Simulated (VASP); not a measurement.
A run of VASP 6.6.1 is set up as follows.

The input INCAR:

```
PREC = Accurate
ENCUT = 520
EDIFF = 1E-6
ISMEAR = -1
SIGMA = 0.15
LREAL = False
LASPH = True
NELM = 80
ALGO = Normal
ISIF = 2
LWAVE = False
LCHARG = False
GGA = PE
NBANDS = 18
```

File KPOINTS:

```
regular mesh
0
Gamma
  12 12 7
```

POSCAR

```
Sc
1.0
    3.3249438810      0.0000000000      0.0000000000
   -1.6624719405      2.8794858671      0.0000000000
    0.0000000000      0.0000000000      5.2228477385
Sc
2
Direct
    0.3333333333      0.6666666667      0.2500000000
    0.6666666667      0.3333333333      0.7500000000
```

Potentials or basis: VASP PAW PBE potentials, release 64 (Sc_sv).

Command:

```sh
$ cat potpaw_PBE.64/Sc_sv/POTCAR > POTCAR
$ mpirun -np 1 vasp_std > vasp.out
```

**Question.** What does it give for the pressure?

**Answer.** -0.4 GPa.

**Question.** Predict the band gap on the k mesh.

**Answer.** Zero (band 11 reaches 4.38 eV, above the bottom of band 12 at 3.14 eV).
